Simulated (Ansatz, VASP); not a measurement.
**Two plane-wave programs on SnO2**

INCAR

```
SYSTEM = SnO2
PREC     = Accurate       ! precision mode
ENCUT    = 520            ! plane-wave cutoff, eV
EDIFF    = 1E-6           ! SCF threshold, eV
ISMEAR   = 0              ! smearing method
SIGMA    = 0.05           ! smearing width, eV
LREAL    = .False.        ! projectors in reciprocal space
LASPH    = .True.         ! aspherical terms in the spheres
NELM     = 60             ! most SCF steps
ALGO     = Normal         ! electronic algorithm
ISIF     = 2              ! what is computed and relaxed
LWAVE    = .False.        ! write WAVECAR
LCHARG   = .False.        ! write CHGCAR
GGA      = PE             ! functional
NBANDS   = 35             ! bands
```

Contents of KPOINTS:

```
Automatic mesh
0
Gamma
  6 6 8
  0 0 0
```

File POSCAR:

```
SnO2
1.0
    5.0437109293      0.0000000000      0.0000000000
    0.0000000000      4.6110910613      0.0000000000
    0.0000000000      0.0000000000      3.2381666599
Sn O
2 4
Direct
    0.5000000000      0.5000000000      0.5000000000
    0.0000000000      0.0000000000      0.0000000000
    0.3064962475      0.3066616298      0.0000000000
    0.8064962475      0.1933383702      0.5000000000
    0.1935037525      0.8066616298      0.5000000000
    0.6935037525      0.6933383702      0.0000000000
```

Input for Ansatz:

```yaml
crystal:
  lattice:
    - [5.0437109293, 0.0, 0.0]
    - [0.0, 4.6110910613, 0.0]
    - [0.0, 0.0, 3.2381666599]
  atoms:
    - { symbol: Sn, position: [0.5, 0.5, 0.5] }
    - { symbol: Sn, position: [0.0, 0.0, 0.0] }
    - { symbol: O, position: [0.3064962475, 0.3066616298, 0.0] }
    - { symbol: O, position: [0.8064962475, 0.1933383702, 0.5] }
    - { symbol: O, position: [0.1935037525, 0.8066616298, 0.5] }
    - { symbol: O, position: [0.6935037525, 0.6933383702, 0.0] }
basis:
  ecutwfc: 420
kpoints:
  mp_grid: { grid: [6, 6, 8] }
hamiltonian:
  xc: pbe
scf:
  occupations: { method: gaussian, width: 0.05 }
output:
  forces: true
  stress: true
  eigenvalues: true
```

Change from the starting cell: strain +0.0450 x Voigt [1, -1, 0, 0, 0, 0], atoms carried along.

Alike in both runs: task single point; functional PBE; k mesh 6 × 6 × 8; occupations gaussian, width 0.05 eV; no spin polarisation.

|  | VASP | Ansatz |
| --- | --- | --- |
| version | VASP 6.6.1 | Ansatz 0.2.0 |
| potentials or method | VASP PAW PBE potentials, release 64 (Sn_d, O), cutoff 520 eV | scalar-relativistic, plane waves, PAW |
| valence electrons in the cell | 52 | 52 |

Ansatz gave:

* gap on the k mesh at the Fermi level (eV): 0.65
* least direct gap on the mesh (eV): 0.65
* pressure (GPa): 0.0
* traceless stress, the component that is largest in VASP (GPa): -3.76
* rms of the force components (eV/Å): 0.035

Which values does VASP return?

gap on the k mesh at the Fermi level (eV): 0.64; least direct gap on the mesh (eV): 0.64; pressure (GPa): 0.6; traceless stress, the component that is largest in VASP (GPa): -3.81; rms of the force components (eV/Å): 0.032.

Atom by atom the forces differ by 0.008 eV/Å (rms over components). With one functional, cell and mesh, what is left measures potentials, basis and numerics.
